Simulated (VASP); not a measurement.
Runs of VASP 6.6.1 on Be2C. The structure is that of space group Fm-3m (No. 225), or close to it. The cells are those of the table. 

```tsv
task	level	cell	cutoff (eV)	gap on the mesh (eV)	pressure (GPa)	relaxed volume (Å³/atom)
relaxation of cell and atoms	PBEsol	relaxed from a = 3.062 Å, angles 60.0°, 3 atoms	600	1.06	0.0	6.69
relaxation of cell and atoms	RPBE	relaxed from a = 3.062 Å, angles 60.0°, 3 atoms	600	1.13	0.0	(b)
relaxation of cell and atoms	r2SCAN+D4	relaxed from a = 3.062 Å, angles 60.0°, 3 atoms	660	1.53	0.0	6.70
single point	r2SCAN	a = 3.055 Å, angles 60.0°, 3 atoms	660	1.53	0.8	-
single point	PBEsol	a = 3.048 Å, angles 60.0°, 3 atoms	600	(a)	0.6	-
```

Alike in all rows: potentials or basis VASP PAW PBE potentials, release 64 (Be, C); no spin polarisation; k mesh 8 × 8 × 8; smearing gaussian 0.01 eV.

Task: Fill in the values left out.

Result: (a) 1.07; (b) 6.90.

Caveats: the PAW data sets were made with another functional, which shifts forces and pressure a little.

A k mesh can miss the band edges.
